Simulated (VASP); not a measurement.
Runs of VASP 6.6.1 on HgTe. The structure is that of space group F-43m (No. 216), or close to it. The cells are those of the table. 

```csv
cell,gap on the mesh (eV),pressure (GPa)
"a = 4.490 Å, angles 60.0°, 2 atoms",none,(a)
"a = 4.661, b = 4.661, c = 4.695 Å, angles 59.8, 59.8, 60.5°, 2 atoms",-,0.7
"a = 4.491, b = 4.491, c = 4.422 Å, angles 60.5, 60.5, 59.0°, 2 atoms",none,7.9
"a = 4.456, b = 4.456, c = 4.490 Å, angles 59.7, 59.7, 60.5°, 2 atoms",-,7.9
"a = 4.627 Å, angles 60.0°, 2 atoms",none,1.9
```

Alike in all rows: task single point; level PBE; potentials or basis VASP PAW PBE potentials, release 64 (Hg, Te); no spin polarisation; k mesh 14 × 14 × 14; cutoff (eV) 520; smearing gaussian 0.15 eV.

Question: Fill in the values left out.

Answer: (a) 6.9.

Caveats: spin-orbit coupling is left out, which moves the levels of the heavy elements; the cell stands under pressure (at least some runs); semilocal functionals underestimate gaps, so a narrow gap can read as zero (at least some runs).

A k mesh can miss the band edges, and the runs leave out spin-orbit coupling on Hg, Te.

A gap of «none» marks levels without a gap at the run's occupations.
